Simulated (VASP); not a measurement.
# MgS (P6_3mc) in VASP: further runs

MgS is run at these levels: PBEsol; tasks: single point, relaxation of cell and atoms.

Everything below comes from runs of VASP 6.6.1. Logs are shortened: lines on timing, memory, paths and dates and some standing lists are left out, and cuts for length are marked.

## (1) The cell of the first run

The structure is hexagonal, space group P6_3mc (No. 186). The conventional cell has a = 4.029 Å, b = 4.029 Å, c = 6.415 Å, α = 90.00°, β = 90.00°, γ = 120.00°. Mg (site symmetry 3m) has 4 S at 2.45 Å within 3.2 Å. S (site symmetry 3m) has 4 Mg at 2.45 Å within 3.2 Å.

## (2) Single point, PBEsol

Input file INCAR:

```
PREC = Accurate
ENCUT = 520
EDIFF = 1E-6
ISMEAR = -1
SIGMA = 0.03
LREAL = F
LASPH = T
NELM = 80
ALGO = Normal
ISIF = 2
LWAVE = F
LCHARG = F
GGA = PS
NBANDS = 16
```

Input file KPOINTS:

```
Automatic mesh
0
Gamma
  6 6 4
```

Input file POSCAR:

```
MgS
1.0
    4.0287906968      0.0000000000      0.0000000000
   -2.0143953484      3.4890350899      0.0000000000
    0.0000000000      0.0000000000      6.4151922479
Mg S
2 2
Direct
    0.6666666667      0.3333333333      0.4962629869
    0.3333333333      0.6666666667      0.9962629869
    0.3333333333      0.6666666667      0.3787360131
    0.6666666667      0.3333333333      0.8787360131
```

Potentials or basis: VASP PAW PBE potentials, release 64 (Mg, S).

Run with:

```
$ cat potpaw_PBE.64/Mg/POTCAR potpaw_PBE.64/S/POTCAR > POTCAR
$ mpirun -np 1 vasp_std > vasp.out
```

OUTCAR:

```text
PREC = Accurate
   ENCUT = 520
   EDIFF = 1E-6
   ISMEAR = -1
   LREAL = F
   LASPH = T
   NELM = 80
   ISIF = 2
   GGA = PS

 ion  position               nearest neighbor table
   1  0.667  0.333  0.496-   3 2.45   3 2.45   3 2.45   4 2.45
   2  0.333  0.667  0.996-   4 2.45   4 2.45   4 2.45   3 2.45
   3  0.333  0.667  0.379-   1 2.45   1 2.45   1 2.45   2 2.45
   4  0.667  0.333  0.879-   2 2.45   2 2.45   2 2.45   1 2.45

  LATTYP: Found a hexagonal cell.
 ALAT       =     4.0287906968
 C/A-ratio  =     1.5923369395

  Lattice vectors:

 A1 = (   4.0287906968,   0.0000000000,   0.0000000000)
 A2 = (  -2.0143953484,   3.4890350899,   0.0000000000)
 A3 = (   0.0000000000,   0.0000000000,   6.4151922479)

Analysis of symmetry for initial positions (statically):
=====================================================================
 Subroutine PRICEL returns:
 Original cell was already a primitive cell.

 Routine SETGRP: Setting up the symmetry group for a
 hexagonal supercell.

 Subroutine GETGRP returns: Found 12 space group operations
 (whereof  6 operations were pure point group operations)
 out of a pool of 24 trial point group operations.

The static configuration has the point symmetry C_3v.
 The point group associated with its full space group is C_6v.

Analysis of symmetry for dynamics (positions and initial velocities):
=====================================================================
 Subroutine PRICEL returns:
 Original cell was already a primitive cell.

 Routine SETGRP: Setting up the symmetry group for a
 hexagonal supercell.

 Subroutine GETGRP returns: Found 12 space group operations
 (whereof  6 operations were pure point group operations)
 out of a pool of 24 trial point group operations.

The dynamic configuration has the point symmetry C_3v.
 The point group associated with its full space group is C_6v.

 Subroutine INISYM returns: Found 12 space group operations
 (whereof  6 operations are pure point group operations),
 and found     1 'primitive' translations

----------------------------------------------------------------------------------------

                                     Primitive cell

  volume of cell :      90.1757

  direct lattice vectors                    reciprocal lattice vectors
     4.028790697  0.000000000  0.000000000     0.248213441  0.143306097  0.000000000
    -2.014395348  3.489035090  0.000000000     0.000000000  0.286612193  0.000000000
     0.000000000  0.000000000  6.415192248     0.000000000  0.000000000  0.155879974

  length of vectors
     4.028790697  4.028790697  6.415192248     0.286612193  0.286612193  0.155879974

  position of ions in fractional coordinates (direct lattice)
     0.666666667  0.333333333  0.496262987
     0.333333333  0.666666667  0.996262987
     0.333333333  0.666666667  0.378736013
     0.666666667  0.333333333  0.878736013

  ion indices of the primitive-cell ions
   primitive index   ion index
                 1           1
                 2           2
                 3           3
                 4           4

----------------------------------------------------------------------------------------

 KPOINTS: Automatic mesh

Automatic generation of k-mesh.
 Grid dimensions read from file:
 generate k-points for:    6    6    4

 Generating k-lattice:

  Cartesian coordinates                     Fractional coordinates (reciprocal lattice)
     0.041368907  0.023884349  0.000000000     0.166666667  0.000000000  0.000000000
     0.000000000  0.047768699  0.000000000     0.000000000  0.166666667  0.000000000
     0.000000000  0.000000000  0.038969993     0.000000000  0.000000000  0.250000000

  Length of vectors
     0.047768699  0.047768699  0.038969993

  Shift w.r.t. Gamma in fractional coordinates (k-lattice)
     0.000000000  0.000000000  0.000000000

 Subroutine IBZKPT returns following result:
 ===========================================

 Found     21 irreducible k-points:

 Following reciprocal coordinates:
            Coordinates               Weight
  0.000000  0.000000  0.000000      1.000000
  0.166667  0.000000  0.000000      6.000000
  0.333333 -0.000000  0.000000      6.000000
  0.500000  0.000000  0.000000      3.000000
  0.166667  0.166667  0.000000      6.000000
  0.333333  0.166667  0.000000     12.000000
[... 13 lines left out ...]
  0.333333  0.166667  0.500000     12.000000
  0.333333  0.333333  0.500000      2.000000
   k-points           NKPTS =     21   k-points in BZ     NKDIM =     21   number of bands    NBANDS=     16
   number of dos      NEDOS =    301   number of ions     NIONS =      4
   total plane-waves  NPLWV =  43200
   dimension x,y,z NGX =    30 NGY =   30 NGZ =   48
   dimension x,y,z NGXF=    60 NGYF=   60 NGZF=   96
   ions per type =               2   2
   NGX,Y,Z   is equivalent  to a cutoff of  12.38, 12.38, 12.44 a.u.
   NGXF,Y,Z  is equivalent  to a cutoff of  24.76, 24.76, 24.88 a.u.
 SYSTEM =  unknown system
   PREC   = accura    normal or accurate (medium, high low for compatibility)
   ISTART =      0    job   : 0-new  1-cont  2-samecut
   ICHARG =      2    charge: 1-file 2-atom 10-const
   ISPIN  =      1    spin polarized calculation?
   LNONCOLLINEAR =      F non collinear calculations
   LSORBIT =      F    spin-orbit coupling
   LASPH  =      T    aspherical Exc in radial PAW
   ENCUT  =  520.0 eV  38.22 Ry    6.18 a.u.   7.49  7.49 11.93*2*pi/ulx,y,z
   NELM   =     80;   NELMIN=  2; NELMDL= -5     # of ELM steps
   EDIFF  = 0.1E-05   stopping-criterion for ELM
   LREAL  =      F    real-space projection
   EDIFFG = 0.1E-04   stopping-criterion for IOM
   NSW    =      0    number of steps for IOM
   IBRION =     -1    ionic relax: 0-MD 1-quasi-New 2-CG
   NFREE  =      0    steps in history (QN), initial steepest desc. (CG)
   ISIF   =      2    stress and relaxation
   ISYM   =      2    0-nonsym 1-usesym 2-fastsym
   POTIM  = 0.5000    time-step for ionic-motion
   TEBEG  =    0.0;   TEEND  =   0.0 temperature during run
   PSTRESS=    0.0 pullay stress
   NELECT =      16.0000    total number of electrons
   NUPDOWN=      -1.0000    fix difference up-down
   EMIN   =  10.00;   EMAX   =-10.00  energy-range for DOS
   EFERMI =   0.00;   METHOD = LEGACY
   ISMEAR =    -1;   SIGMA  =   0.03  broadening in eV -4-tet -1-fermi 0-gaus
   EFERMI_NEDOS =   21; number of points for ismear=-14 and -15
   IALGO  =     38    algorithm
   IMIX   =      4    mixing-type and parameters
     AMIX     =   0.40;   BMIX     =  1.00
     AMIX_MAG =   1.60;   BMIX_MAG =  1.00
  volume/ion in A,a.u.               =      22.54       152.13
  Fermi-wavevector in a.u.,A,eV,Ry     =   0.919923  1.738403 11.514049  0.846259
  Thomas-Fermi vector in A             =   2.045171
   LORBIT       =      0    0 simple, 1 ext, 2 COOP (PROOUT), +10 PAW based schemes
   GGA     = PS    functional components
   LHFCALC =     F    Hartree Fock is set to
   AEXX    =    0.0000 exact exchange contribution
   IVDW    =     0    specifies the selected vdW correction
   LEPSILON=     F    determine dielectric tensor
   LRPA    =     F    only Hartree local field effects (RPA)
 non-spin polarized calculation
  energy-cutoff  :      520.00
  volume of cell :       90.18
 maximum number of plane-waves:      2448
 NGX is ok and might be reduce to    30
   NGX = 15   NGY = 15   NGZ = 23

 number of electron      16.0000003 magnetization

 Free energy of the ion-electron system (eV)
  ---------------------------------------------------
  ext. energy  EPLUGINS =         0.00000000
  ---------------------------------------------------
  free energy    TOTEN  =       -17.87217275 eV

  energy without entropy =      -17.87217275  energy(sigma->0) =      -17.87217275

 E-fermi :   1.7601     XC(G=0):  -8.5914

 val. band max:        1.1657487467   @ k =   0.0000   0.0000   0.0000
 cond. band min:       4.4694824511   @ k =   0.0000   0.0000   0.0000
 fundamental gap:      3.3037337044
 Fermi energy:         1.7601021741

 k-point     1 :       0.0000    0.0000    0.0000
  band No.  band energies     occupation
      1     -10.2602      2.00000
      2      -9.5054      2.00000
      3      -2.1304      2.00000
      4       0.5834      2.00000
      5       0.5834      2.00000
      6       1.0128      2.00000
[... 8 lines left out ...]
     15       9.6082      0.00000
     16      10.1626      0.00000

 k-point     2 :       0.1667    0.0000    0.0000
  band No.  band energies     occupation
      1     -10.1243      2.00000
      2      -9.4409      2.00000
      3      -1.9135      2.00000
      4      -0.1968      2.00000
      5       0.2086      2.00000
      6       0.3725      2.00000
[... 8 lines left out ...]
     15       9.7653      0.00000
     16       9.7916      0.00000

 k-point     3 :       0.3333   -0.0000    0.0000
  band No.  band energies     occupation
      1      -9.7999      2.00000
      2      -9.3337      2.00000
      3      -1.4830      2.00000
      4      -1.2378      2.00000
      5      -0.8518      2.00000
      6       0.0396      2.00000
[... 8 lines left out ...]
     15       9.7385      0.00000
     16      11.2132      0.00000

 k-point     4 :       0.5000    0.0000    0.0000
  band No.  band energies     occupation
      1      -9.5751      2.00000
      2      -9.3250      2.00000
      3      -1.9066      2.00000
      4      -1.3170      2.00000
      5      -0.7635      2.00000
      6      -0.1018      2.00000
[... 8 lines left out ...]
     15      10.1679      0.00000
     16      12.1376      0.00000

 k-point     5 :       0.1667    0.1667    0.0000
  band No.  band energies     occupation
      1      -9.8917      2.00000
      2      -9.3547      2.00000
      3      -1.5224      2.00000
      4      -0.8139      2.00000
      5      -0.8097      2.00000
      6       0.0850      2.00000
[... 8 lines left out ...]
     15      10.0598      0.00000
     16      10.3714      0.00000

 k-point     6 :       0.3333    0.1667    0.0000
  band No.  band energies     occupation
      1      -9.5861      2.00000
      2      -9.3164      2.00000
      3      -1.6306      2.00000
      4      -1.1979      2.00000
      5      -0.7972      2.00000
      6      -0.4762      2.00000
[... 8 lines left out ...]
     15       9.9432      0.00000
     16      11.4798      0.00000
[... 210 lines left out ...]
 k-point    18 :       0.5000    0.0000    0.5000
  band No.  band energies     occupation
      1      -9.4469      2.00000
      2      -9.4469      2.00000
      3      -2.0097      2.00000
      4      -2.0097      2.00000
      5       0.2581      2.00000
      6       0.2581      2.00000
[... 8 lines left out ...]
     15      10.4823      0.00000
     16      10.4823      0.00000

 k-point    19 :       0.1667    0.1667    0.5000
  band No.  band energies     occupation
      1      -9.6359      2.00000
      2      -9.6359      2.00000
      3      -1.3516      2.00000
      4      -1.3516      2.00000
      5       0.1116      2.00000
      6       0.1116      2.00000
[... 8 lines left out ...]
     15       9.9923      0.00000
     16       9.9923      0.00000

 k-point    20 :       0.3333    0.1667    0.5000
  band No.  band energies     occupation
      1      -9.4491      2.00000
      2      -9.4491      2.00000
      3      -1.8054      2.00000
      4      -1.8054      2.00000
      5      -0.3086      2.00000
      6      -0.3086      2.00000
[... 8 lines left out ...]
     15      10.4671      0.00000
     16      10.4671      0.00000

 k-point    21 :       0.3333    0.3333    0.5000
  band No.  band energies     occupation
      1      -9.3848      2.00000
      2      -9.3848      2.00000
      3      -1.6864      2.00000
      4      -1.6864      2.00000
      5      -0.8814      2.00000
      6      -0.8814      2.00000
[... 8 lines left out ...]
     15      10.3727      0.00000
     16      10.3727      0.00000

------------------------ aborting loop because EDIFF is reached ----------------------------------------

  FORCE on cell =-STRESS in cart. coord.  units (eV):
  Direction    XX          YY          ZZ          XY          YZ          ZX
  --------------------------------------------------------------------------------------
  -------------------------------------------------------------------------------------
  Total       -0.0507624     -0.0507624     -0.0386570      0.0000000      0.0000000     -0.0000000
  in kB       -0.9019092     -0.9019092     -0.6868298      0.0000000      0.0000000     -0.0000000
  external PRESSURE =      -0.8302161 kB  Pullay stress =       0.0000000 kB

 VOLUME and BASIS-vectors are now :
 -----------------------------------------------------------------------------
  energy-cutoff  :      520.00
  volume of cell :       90.18
      direct lattice vectors                 reciprocal lattice vectors
     4.028790697  0.000000000  0.000000000     0.248213441  0.143306097  0.000000000
    -2.014395348  3.489035090  0.000000000     0.000000000  0.286612193  0.000000000
     0.000000000  0.000000000  6.415192248     0.000000000  0.000000000  0.155879974

 POSITION                                       TOTAL-FORCE (eV/Angst)
 -----------------------------------------------------------------------------------
      2.01440      1.16301      3.18362         0.000000      0.000000      0.002730
     -0.00000      2.32602      6.39122         0.000000      0.000000      0.002730
     -0.00000      2.32602      2.42966         0.000000     -0.000000     -0.002730
      2.01440      1.16301      5.63726        -0.000000      0.000000     -0.002730
 -----------------------------------------------------------------------------------
    total drift:                               -0.000000      0.000000      0.000073

  FREE ENERGIE OF THE ION-ELECTRON SYSTEM (eV)
  ---------------------------------------------------
  free  energy   TOTEN  =       -17.8721727526 eV

  energy  without entropy=      -17.8721727526  energy(sigma->0) =      -17.87217275
```

It took 11 s on 1 thread of Intel Xeon 6975P-C (Granite Rapids), shared host; peak memory 0.19 GiB.

Results:

| Item | Value |
| --- | --- |
| Free energy | -17.8722 eV |
| Pressure | -0.1 GPa |
| Band gap on the k mesh | 3.30 eV, direct |

Forces in eV/Å, atoms in the order of the input:
```
Mg   0.000  0.000  0.003
Mg   0.000  0.000  0.003
S    0.000  0.000 -0.003
S    0.000  0.000 -0.003
```

Caveat: the PAW data sets were made with another functional, which shifts forces and pressure a little. A hybrid or GW would open this gap; PBEsol tends to underestimate it.

## (3) Relaxation of cell and atoms, PBEsol

This run uses another cell than the first one, of 22.67 Å³/atom, 1.006 times its volume.

Input file INCAR:

```
SYSTEM = MgS
PREC = Accurate
ENCUT = 600
EDIFF = 1E-6
ISMEAR = -1
SIGMA = 0.03
LREAL = .False.
LASPH = .True.
NELM = 80
ALGO = Normal
ISIF = 3
LWAVE = .False.
LCHARG = .False.
GGA = PS
IBRION = 2
NSW = 100
EDIFFG = -0.01
```

Input file KPOINTS:

```
Automatic mesh
0
Gamma
  6 6 4
  0 0 0
```

Input file POSCAR:

```
MgS
1.0
    4.0346224068      0.0000000000      0.0000000000
   -2.0173112034      3.4940854990      0.0000000000
    0.0000000000      0.0000000000      6.4322941800
Mg S
2 2
Direct
    0.6666666700      0.3333333300      0.4957548500
    0.3333333300      0.6666666700      0.9957548500
    0.3333333300      0.6666666700      0.3792441500
    0.6666666700      0.3333333300      0.8792441500
```

Potentials or basis: VASP PAW PBE potentials, release 64 (Mg, S).

Run with:

```
$ cat potpaw_PBE.64/Mg/POTCAR potpaw_PBE.64/S/POTCAR > POTCAR
$ mpirun -np 1 vasp_std > vasp.out
```

It took 15 s on 1 thread of Intel Xeon 6975P-C (Granite Rapids), shared host; peak memory 0.24 GiB.

Results (log left out):

```yaml
Free_energy: -17.8732 eV
Relaxed_volume: 22.50 Å³/atom
Relaxed_cell: a = 4.028 Å, b = 4.028 Å, c = 6.407 Å, α = 90.00°, β = 90.00°, γ = 120.00°
Space_group_after_relaxing_to_0.05_Å: P6_3mc (No. 186)
Energy_gained_by_relaxing: 0.3 meV/atom
Ionic_steps: 2
Pressure_after_relaxing: 0.0 GPa
Largest_force_after_relaxing: 0.005 eV/Å
Band_gap_on_the_k_mesh: 3.31 eV, direct
```

Forces on the atoms (eV/Å):
```
Mg   0.000  0.000  0.005
Mg   0.000  0.000  0.005
S    0.000  0.000 -0.005
S    0.000  0.000 -0.005
```

The path:
| step | energy change (eV) | largest force (eV/Å) | pressure (GPa) | volume (Å³) |
| --- | --- | --- | --- | --- |
| 1 | 0.0000 | 0.0449 | -0.36 | 90.68 |
| 2 | -0.0011 | 0.0054 | 0.04 | 90.01 |

Final structure:
```yaml
crystal:
  lattice:
    - [4.02784, 0.00000, 0.00000]
    - [-2.01392, 3.48821, 0.00000]
    - [0.00000, 0.00000, 6.40675]
  atoms:
    - { symbol: Mg, position: [0.66667, 0.33333, 0.49609] }
    - { symbol: Mg, position: [0.33333, 0.66667, 0.99609] }
    - { symbol: S, position: [0.33333, 0.66667, 0.37891] }
    - { symbol: S, position: [0.66667, 0.33333, 0.87891] }
```

Levels at points of the mesh, in eV from the valence-band top:
| k point | band 6 | band 7 | band 8 | band 9 | band 10 | band 11 |
| --- | --- | --- | --- | --- | --- | --- |
| (0.00, 0.00, 0.00) | -0.16 | -0.16 | 0.00 | 3.31 | 4.57 | 7.39 |
| (0.50, 0.00, 0.00) | -1.28 | -0.97 | -0.48 | 4.58 | 5.07 | 5.71 |
| (0.00, 0.00, 0.50) | -0.38 | -0.38 | -0.38 | 4.80 | 4.80 | 7.53 |
| (0.50, 0.00, 0.50) | -0.92 | -0.82 | -0.82 | 4.50 | 4.50 | 6.21 |

Caveat: the PAW data sets were made with another functional, which shifts forces and pressure a little.
